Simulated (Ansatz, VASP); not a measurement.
SiC in VASP and in Ansatz

```
CELL_PARAMETERS angstrom
3.07769 0.00000 0.00000
-1.53884 2.66535 0.00000
0.00000 0.00000 23.80000
ATOMIC_POSITIONS crystal
Si 0.33333 0.66667 0.29412
C 0.66667 0.33333 0.29412
```

Alike in both runs: functional r2SCAN; dispersion rVV10; k mesh 12 × 12 × 1; occupations gaussian, width 0.03 eV; no spin polarisation.

Ansatz relaxed the structure, and its values are those at the end. VASP's run is a single point on that final structure, the one shown.

```csv
,VASP,Ansatz
version,VASP 6.6.1,Ansatz 0.2.0
potentials or method,"VASP PAW PBE potentials, release 64 (Si, C), cutoff 580 eV","scalar-relativistic, plane waves, PAW"
valence electrons in the cell,8,8
```

|  | VASP | Ansatz | Ansatz less VASP |
| --- | --- | --- | --- |
| gap on the k mesh at the Fermi level (eV) | 2.85 | 2.86 | +0.008 |
| least direct gap on the mesh (eV) | 2.90 | 2.91 | +0.011 |

VASP's potentials were made for PBE, not for r2SCAN. Ansatz's warnings: slab cell height set, structure snapped to symmetry, xc potential rough in thin density.
